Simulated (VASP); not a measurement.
## Gd: single point with LDA

Gd:

```
Gd
1.0
     3.48415    0.00000    0.00000
    -1.74208    3.01737    0.00000
     0.00000    0.00000    5.58672
Gd
2
Direct
  0.33333 0.66667 0.25000
  0.66667 0.33333 0.75000
```

| Quantity | Value |
| --- | --- |
| Program | VASP 6.6.1 |
| Task | single point |
| Functional | LDA |
| Potentials or basis | VASP PAW PBE potentials, release 64 (Gd) |
| Cutoff | 520 eV |
| k mesh | 14 × 14 × 8 |
| Occupations | fermi-dirac, width 0.05 eV |
| Spin | collinear spin, ferromagnetic start |
| Starting moments | [7.214, 7.214] μB |

* Pressure: -0.3 GPa
* Net moment: 14.61 μB per cell
* Site moments: Gd +6.88 μB
* Valence electrons inside the program's atomic spheres: Gd 15.26

Stress tensor (GPa, compression positive):
```
-0.26  0.00  0.00
 0.00 -0.26  0.00
 0.00  0.00 -0.39
```

Levels at points of the mesh, in eV from the Fermi level:
Spin up:
```
           k point  band 21  band 22  band 23  band 24  band 25  band 26  band 27  band 28  band 29
(0.00, 0.00, 0.00)    -4.15    -4.12    -4.11    -2.51     1.51     1.51     1.64     1.77     2.23
(0.50, 0.00, 0.00)    -4.14    -4.12    -1.99    -1.92    -1.42     0.50     1.23     1.44     2.10
(0.00, 0.00, 0.50)    -4.12    -4.12    -3.39    -3.39     0.71     0.71     1.42     1.42     1.42
(0.50, 0.00, 0.50)    -4.15    -4.15    -2.26    -2.26    -0.41    -0.41     2.21     2.21     2.97
```
Spin down:
```csv
k point,band 8,band 9,band 10,band 11,band 12,band 13,band 14,band 15
"(0.00, 0.00, 0.00)",-19.41,-4.36,-1.80,0.31,0.37,0.43,0.53,0.53
"(0.50, 0.00, 0.00)",-19.58,-1.26,-1.24,-0.81,0.36,0.45,0.53,0.54
"(0.00, 0.00, 0.50)",-19.53,-2.66,-2.66,0.20,0.20,0.47,0.47,0.50
"(0.50, 0.00, 0.50)",-19.74,-1.61,-1.61,0.03,0.03,0.50,0.50,0.54
```

It took 18 min on 1 thread of Intel(R) Xeon(R) Platinum 8259CL CPU @ 2.50GHz (Skylake/Cascade Lake), on a shared host, peak memory 0.4 GiB.

Caveat: the PAW data sets were made with another functional, which shifts forces and pressure a little; spin-orbit coupling is left out, which moves the levels of the heavy elements; semilocal functionals describe open f shells poorly, which spoils levels, moments and volumes. The state reached can hang on the start; a lower one may exist.
